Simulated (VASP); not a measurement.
# TiO2 (P-3m1) in VASP: further runs, part 2 of 2

VASP 6.6.1. Earlier steps stand in the parts before.

**3. Single point, LDA**

This run uses another cell than the first one, of 9.83 Å³/atom, 1.061 times its volume.

The input, INCAR:

```
ALGO = Normal
EDIFF = 1E-6
ENCUT = 520
GGA = CA
ISIF = 2
ISMEAR = 1
LASPH = True
LCHARG = True
LELF = True
LREAL = False
LVHAR = True
LWAVE = False
NBANDS = 19
NELM = 80
PREC = Accurate
SIGMA = 0.02
```

The input, KPOINTS:

```
k-points
0
Gamma
  9 9 5
```

The input, POSCAR:

```
TiO2
1.0
    2.8984823519      0.0000000000      0.0000000000
   -1.4492411759      2.5101593491      0.0000000000
    0.0000000000      0.0000000000      4.0529904766
Ti O
1 2
Direct
    0.0000000000      0.0000000000      0.0000000000
    0.3333333333      0.6666666667      0.2354929294
    0.6666666667      0.3333333333      0.7645070706
```

Potentials or basis: VASP PAW LDA potentials, release 64 (Ti_sv, O).

On the command line:

```
> cat potpaw_LDA.64/Ti_sv/POTCAR potpaw_LDA.64/O/POTCAR > POTCAR
> mpirun -np 1 vasp_std > vasp.out
```

OUTCAR:

```text
EDIFF = 1E-6
   ENCUT = 520
   GGA = CA
   ISIF = 2
   ISMEAR = 1
   LASPH = True
   LREAL = False
   NELM = 80
   PREC = Accurate

 ion  position               nearest neighbor table
   1  0.000  0.000  0.000-   2 1.93   3 1.93   2 1.93   3 1.93   3 1.93   2 1.93
   2  0.333  0.667  0.235-   1 1.93   1 1.93   1 1.93
   3  0.667  0.333  0.765-   1 1.93   1 1.93   1 1.93

  LATTYP: Found a hexagonal cell.
 ALAT       =     2.8984823519
 C/A-ratio  =     1.3983146987

  Lattice vectors:

 A1 = (   2.8984823519,   0.0000000000,   0.0000000000)
 A2 = (  -1.4492411759,   2.5101593491,   0.0000000000)
 A3 = (   0.0000000000,   0.0000000000,   4.0529904766)

Analysis of symmetry for initial positions (statically):
=====================================================================
 Subroutine PRICEL returns:
 Original cell was already a primitive cell.

 Routine SETGRP: Setting up the symmetry group for a
 hexagonal supercell.

 Subroutine GETGRP returns: Found 12 space group operations
 (whereof 12 operations were pure point group operations)
 out of a pool of 24 trial point group operations.

The static configuration has the point symmetry D_3d.

Analysis of symmetry for dynamics (positions and initial velocities):
=====================================================================
 Subroutine PRICEL returns:
 Original cell was already a primitive cell.

 Routine SETGRP: Setting up the symmetry group for a
 hexagonal supercell.

 Subroutine GETGRP returns: Found 12 space group operations
 (whereof 12 operations were pure point group operations)
 out of a pool of 24 trial point group operations.
[... 109 lines left out ...]
   ISIF   =      2    stress and relaxation
   ISYM   =      2    0-nonsym 1-usesym 2-fastsym
   POTIM  = 0.5000    time-step for ionic-motion
   TEBEG  =    0.0;   TEEND  =   0.0 temperature during run
   PSTRESS=    0.0 pullay stress
   NELECT =      24.0000    total number of electrons
   NUPDOWN=      -1.0000    fix difference up-down
   EMIN   =  10.00;   EMAX   =-10.00  energy-range for DOS
   EFERMI =   0.00;   METHOD = LEGACY
   ISMEAR =     1;   SIGMA  =   0.02  broadening in eV -4-tet -1-fermi 0-gaus
   EFERMI_NEDOS =   21; number of points for ismear=-14 and -15
   IALGO  =     38    algorithm
   IMIX   =      4    mixing-type and parameters
     AMIX     =   0.40;   BMIX     =  1.00
     AMIX_MAG =   1.60;   BMIX_MAG =  1.00
  volume/ion in A,a.u.               =       9.83        66.33
  Fermi-wavevector in a.u.,A,eV,Ry     =   1.528490  2.888428 31.787061  2.336283
  Thomas-Fermi vector in A             =   2.636242
   LORBIT       =      0    0 simple, 1 ext, 2 COOP (PROOUT), +10 PAW based schemes
   GGA     = CA    functional components
   LHFCALC =     F    Hartree Fock is set to
   AEXX    =    0.0000 exact exchange contribution
   IVDW    =     0    specifies the selected vdW correction
   LEPSILON=     F    determine dielectric tensor
   LRPA    =     F    only Hartree local field effects (RPA)
 non-spin polarized calculation
 Methfessel and Paxton  Order N= 1 SIGMA  =   0.02
  energy-cutoff  :      520.00
  volume of cell :       29.49
 maximum number of plane-waves:       819
 NGX is ok and might be reduce to    24
   NGX = 11   NGY = 11   NGZ = 15

 number of electron      23.9999991 magnetization

 Free energy of the ion-electron system (eV)
  ---------------------------------------------------
  ext. energy  EPLUGINS =         0.00000000
  ---------------------------------------------------
  free energy    TOTEN  =       -28.78541128 eV

  energy without entropy =      -28.78541128  energy(sigma->0) =      -28.78541128

 E-fermi :   5.1822     XC(G=0): -12.2554

 val. band max:        4.9712745271   @ k =   0.0000   0.0000   0.0000
 cond. band min:       7.2517458045   @ k =   0.0000   0.0000   0.4000
 fundamental gap:      2.2804712773
 Fermi energy:         5.1822323692

 k-point     1 :       0.0000    0.0000    0.0000
  band No.  band energies     occupation
      1     -50.9209      2.00000
      2     -27.6153      2.00000
      3     -27.2631      2.00000
      4     -27.2631      2.00000
      5     -13.3045      2.00000
      6     -10.6350      2.00000
[... 505 lines left out ...]
      6     -11.3039      2.00000
[... 11 lines left out ...]
     18      16.7371      0.00000
     19      18.9720      0.00000

 [... further k-points ...]
[... 5 lines left out ...]
  --------------------------------------------------------------------------------------
  -------------------------------------------------------------------------------------
  Total        2.1597716      2.1597716      1.9740032      0.0000000      0.0000000      0.0000000
  in kB      117.3466980    117.3466980    107.2533587      0.0000000      0.0000000      0.0000000
  external PRESSURE =     113.9822516 kB  Pullay stress =       0.0000000 kB

 VOLUME and BASIS-vectors are now :
 -----------------------------------------------------------------------------
  energy-cutoff  :      520.00
  volume of cell :       29.49
      direct lattice vectors                 reciprocal lattice vectors
     2.898482352  0.000000000  0.000000000     0.345008138  0.199190541  0.000000000
    -1.449241176  2.510159349  0.000000000     0.000000000  0.398381083  0.000000000
     0.000000000  0.000000000  4.052990477     0.000000000  0.000000000  0.246731396

 POSITION                                       TOTAL-FORCE (eV/Angst)
 -----------------------------------------------------------------------------------
      0.00000      0.00000      0.00000         0.000000      0.000000      0.000000
     -0.00000      1.67344      0.95445        -0.000000     -0.000000      0.108342
      1.44924      0.83672      3.09854         0.000000      0.000000     -0.108342
 -----------------------------------------------------------------------------------
    total drift:                               -0.000000      0.000000     -0.000000

  FREE ENERGIE OF THE ION-ELECTRON SYSTEM (eV)
  ---------------------------------------------------
  free  energy   TOTEN  =       -28.7854112827 eV

  energy  without entropy=      -28.7854112827  energy(sigma->0) =      -28.78541128
```

OSZICAR:

```text
N       E                     dE             d eps       ncg     rms          rms(c)
DAV:   1     0.250730947002E+03    0.25073E+03   -0.13061E+04  1908   0.147E+03
DAV:   2    -0.152338005069E+02   -0.26596E+03   -0.25282E+03  2067   0.412E+02
DAV:   3    -0.357057026985E+02   -0.20472E+02   -0.20310E+02  2207   0.120E+02
DAV:   4    -0.365142071028E+02   -0.80850E+00   -0.80683E+00  2712   0.211E+01
DAV:   5    -0.365252899322E+02   -0.11083E-01   -0.11082E-01  2144   0.244E+00    0.235E+01
DAV:   6    -0.295264203505E+02    0.69989E+01   -0.38940E+01  2278   0.779E+01    0.931E+00
DAV:   7    -0.289518823783E+02    0.57454E+00   -0.90231E+00  2063   0.293E+01    0.761E+00
DAV:   8    -0.288108558819E+02    0.14103E+00   -0.13505E+00  1993   0.140E+01    0.189E+00
DAV:   9    -0.288002283621E+02    0.10628E-01   -0.15321E-01  2197   0.362E+00    0.124E+00
DAV:  10    -0.287854536264E+02    0.14775E-01   -0.64620E-02  1962   0.335E+00    0.204E-01
DAV:  11    -0.287854302782E+02    0.23348E-04   -0.19590E-03  2089   0.474E-01    0.436E-02
DAV:  12    -0.287854364857E+02   -0.62075E-05   -0.59260E-05  2359   0.745E-02    0.429E-02
DAV:  13    -0.287854106575E+02    0.25828E-04   -0.89918E-05  2048   0.124E-01    0.829E-03
DAV:  14    -0.287854112827E+02   -0.62523E-06   -0.30523E-06  2075   0.215E-02
   1 F= -.28785411E+02 E0= -.28785411E+02  d E =0.148125E-50
```

Run time: 12 s. Hardware: 1 thread of AMD EPYC 9R45 (Zen 5), shared host; peak memory 0.12 GiB.

What came out:

```yaml
Free_energy: -28.7854 eV
Pressure: 11.4 GPa
Largest_force: 0.108 eV/Å
Band_gap_on_the_k_mesh: 2.28 eV, indirect (least direct gap 2.35 eV)
```

Forces in eV/Å, atoms in the order of the input:
```
Ti   0.000  0.000  0.000
O    0.000  0.000  0.108
O    0.000  0.000 -0.108
```

**4. Single point, LDA**

This run uses another cell than the first one, of 10.28 Å³/atom, 1.109 times its volume.

The input, INCAR:

```
SYSTEM = TiO2
PREC     = Accurate       ! precision mode
ENCUT    = 520            ! plane-wave cutoff, eV
EDIFF    = 1E-6           ! SCF threshold, eV
ISMEAR   = 1              ! smearing method
SIGMA    = 0.02           ! smearing width, eV
LREAL    = .FALSE.        ! projectors in reciprocal space
LASPH    = .TRUE.         ! aspherical terms in the spheres
NELM     = 100            ! most SCF steps
ALGO     = Normal         ! electronic algorithm
ISIF     = 2              ! what is computed and relaxed
LWAVE    = .FALSE.        ! write WAVECAR
LCHARG   = .FALSE.        ! write CHGCAR
NBANDS   = 19             ! bands
```

The input, KPOINTS:

```
Automatic mesh
0
G
  9 9 5
  0 0 0
```

The input, POSCAR:

```
TiO2
1.0
    2.9153886727      0.0000000000      0.0000000000
   -1.4576943364      2.5248006525      0.0000000000
    0.0000000000      0.0000000000      4.1884260173
Ti O
1 2
Direct
    0.0000000000      0.0000000000      0.0000000000
    0.3333333333      0.6666666667      0.2277579196
    0.6666666667      0.3333333333      0.7722420804
```

On the command line:

```
> cat potpaw_LDA.64/Ti_sv/POTCAR potpaw_LDA.64/O/POTCAR > POTCAR
> mpirun -np 1 vasp_std > vasp.out
```

Run time: 11 s. Hardware: 1 thread of AMD EPYC 9R45 (Zen 5), shared host; peak memory 0.12 GiB.

It converged, with:

```
Free energy            : -28.8512 eV
Pressure               : 6.4 GPa
Largest force          : 0.098 eV/Å
Band gap on the k mesh : 2.42 eV, indirect (least direct gap 2.47 eV)
```

Forces on the atoms (eV/Å):
```
Ti   0.000  0.000  0.000
O    0.000  0.000  0.098
O    0.000  0.000 -0.098
```

Stress tensor (GPa, compression positive):
```
6.68 0.00 0.00
0.00 6.68 0.00
0.00 0.00 5.74
```

Levels at points of the mesh, in eV from the valence-band top:
| k point | band 9 | band 10 | band 11 | band 12 | band 13 | band 14 | band 15 | band 16 |
| --- | --- | --- | --- | --- | --- | --- | --- | --- |
| (0.00, 0.00, 0.00) | -4.30 | -0.48 | -0.48 | 0.00 | 2.47 | 2.47 | 4.29 | 6.94 |

A k mesh can miss the band edges. Expect the measured gap to be larger: semilocal functionals such as LDA lack the derivative discontinuity.

**5. Single point, LDA**

This run uses another cell than the first one, of 11.20 Å³/atom, 1.209 times its volume.

The input, INCAR:

```
PREC     = Accurate       # precision mode
ENCUT    = 520            # plane-wave cutoff, eV
EDIFF    = 1E-6           # SCF threshold, eV
ISMEAR   = 1              # smearing method
SIGMA    = 0.02           # smearing width, eV
LREAL    = False          # projectors in reciprocal space
LASPH    = True           # aspherical terms in the spheres
NELM     = 80             # most SCF steps
ALGO     = Normal         # electronic algorithm
ISIF     = 2              # what is computed and relaxed
LWAVE    = False          # write WAVECAR
LCHARG   = True           # write CHGCAR
LELF     = True           # ELF
LVHAR    = True         
NBANDS   = 19             # bands
```

The input, KPOINTS:

```
Automatic mesh
0
Gamma
  9 9 5
```

The input, POSCAR:

```
TiO2
1.0
    2.9350484184      0.0000000000      0.0000000000
   -1.4675242092      2.5418264916      0.0000000000
    0.0000000000      0.0000000000      4.5028628028
Ti O
1 2
Direct
    0.0000000000      0.0000000000      0.0000000000
    0.3333333333      0.6666666667      0.2113783916
    0.6666666667      0.3333333333      0.7886216084
```

On the command line:

```
> cat potpaw_LDA.64/Ti_sv/POTCAR potpaw_LDA.64/O/POTCAR > POTCAR
> mpirun -np 1 vasp_std > vasp.out
```

It took 15 s on 1 thread of AMD EPYC 9R45 (Zen 5), shared host; peak memory 0.12 GiB.

Results (log left out):

```yaml
Free_energy: -28.8913 eV
Pressure: 1.3 GPa
Largest_force: 0.097 eV/Å
Band_gap_on_the_k_mesh: 2.55 eV, indirect (least direct gap 2.74 eV)
```

Forces on the atoms (eV/Å):
```
Ti   0.000  0.000  0.000
O    0.000  0.000  0.097
O    0.000  0.000 -0.097
```

Stress tensor (GPa, compression positive):
```
1.56 0.00 0.00
0.00 1.56 0.00
0.00 0.00 0.66
```

Levels at points of the mesh, in eV from the valence-band top:
| k point | band 9 | band 10 | band 11 | band 12 | band 13 | band 14 | band 15 | band 16 |
| --- | --- | --- | --- | --- | --- | --- | --- | --- |
| (0.00, 0.00, 0.00) | -4.08 | -0.35 | -0.35 | -0.17 | 2.57 | 2.57 | 4.40 | 7.05 |

**6. Overview**

```tsv
cell	gap on the mesh (eV)	pressure (GPa)	largest force (eV/Å)
a = 2.870, b = 2.870, c = 3.895 Å, angles 90.0, 90.0, 120.0°, 3 atoms	2.12	21.6	0.12
a = 2.898, b = 2.898, c = 4.053 Å, angles 90.0, 90.0, 120.0°, 3 atoms	2.28	11.4	0.11
a = 2.915, b = 2.915, c = 4.188 Å, angles 90.0, 90.0, 120.0°, 3 atoms	2.42	6.4	0.10
a = 2.935, b = 2.935, c = 4.503 Å, angles 90.0, 90.0, 120.0°, 3 atoms	2.55	1.3	0.10
```

Alike in all rows: task single point; level LDA; potentials or basis VASP PAW LDA potentials, release 64 (Ti_sv, O); no spin polarisation; k mesh 9 × 9 × 5; cutoff (eV) 520; smearing methfessel-paxton 0.02 eV.

Absolute energies hang on the potentials; compare differences alone.
